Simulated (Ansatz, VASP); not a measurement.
## One calculation of La, two programs

```
La
1.0
     0.00000    2.64740    2.64740
     2.64740    0.00000    2.64740
     2.64740    2.64740    0.00000
La
1
Direct
  0.00000 0.00000 0.00000
```

Alike in both runs: task single point; functional revPBE; k mesh 11 × 11 × 11; occupations fermi-dirac, width 0.1 eV; no spin polarisation.

|  | VASP | Ansatz |
| --- | --- | --- |
| version | VASP 6.6.1 | Ansatz 0.2.0 |
| potentials or method | VASP PAW PBE potentials, release 64 (La), cutoff 520 eV | plane waves (420 eV) with PAW, scalar-relativistic |
| valence electrons in the cell | 11 | 11 |

```csv
,VASP,Ansatz,Ansatz less VASP
pressure (GPa),1.0,0.9,-0.06
```

VASP's potentials were made for PBE, not for revPBE.

Neither program's run includes spin-orbit coupling.
